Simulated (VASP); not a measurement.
Write the native input for VASP 6.6.1 that does the following.

| Quantity | Value |
| --- | --- |
| Task | single point |
| Functional | PBE |
| Potentials or basis | VASP PAW PBE potentials, release 64 (Zr_sv, Al, N) |
| Cutoff | 520 eV |
| k mesh | 12 × 12 × 4 |
| Occupations | gaussian, width 0.1 eV |
| Spin | no spin polarisation |
| Dipole correction | no |
| Further INCAR settings | ALGO = Normal; EDIFF = 1e-06; NBANDS = 40 |

The structure of ZrAl5N6 lies in POSCAR:

```
ZrAl5N6
1.0
    2.9913749048      0.0000000000      0.0000000000
    0.0000000000      2.9913749048      0.0000000000
    0.0000000000      0.0000000000     12.5307733654
Zr Al N
1 5 6
Direct
    0.0000000000      0.0000000000      0.0000000000
    0.0000000000      0.0000000000      0.6577682412
    0.5000000000      0.5000000000      0.8170157187
    0.5000000000      0.5000000000      0.1829842813
    0.0000000000      0.0000000000      0.3422317588
    0.5000000000      0.5000000000      0.5000000000
    0.0000000000      0.0000000000      0.8154049429
    0.5000000000      0.5000000000      0.0000000000
    0.0000000000      0.0000000000      0.1845950571
    0.5000000000      0.5000000000      0.3417842598
    0.0000000000      0.0000000000      0.5000000000
    0.5000000000      0.5000000000      0.6582157402
```

These files were run (other wordings do the same):

INCAR

```
SYSTEM = ZrAl5N6
PREC = Accurate ; ENCUT = 520
EDIFF = 1E-6 ; ISMEAR = 0
SIGMA = 0.1 ; LREAL = .False.
LASPH = .True. ; NELM = 60
ALGO = Normal ; ISIF = 2
LWAVE = .False. ; LCHARG = .False.
GGA = PE ; NBANDS = 40
```

KPOINTS

```
Automatic mesh
0
Gamma
  12 12 4
  0 0 0
```

Potentials or basis: VASP PAW PBE potentials, release 64 (Zr_sv, Al, N).

Run with:

```bash
$ cat potpaw_PBE.64/Zr_sv/POTCAR potpaw_PBE.64/Al/POTCAR potpaw_PBE.64/N/POTCAR > POTCAR
$ mpirun -np 1 vasp_std > vasp.out
```

It gave:

```
Pressure               : -0.1 GPa
Largest force          : 0.011 eV/Å
Band gap on the k mesh : zero (an odd number of electrons rules out a gap without spin polarisation)
```

It took 3.8 min on 1 thread of AMD EPYC 9R45 96-Core Processor (Zen 5) (shared host), peak memory 0.39 GiB.
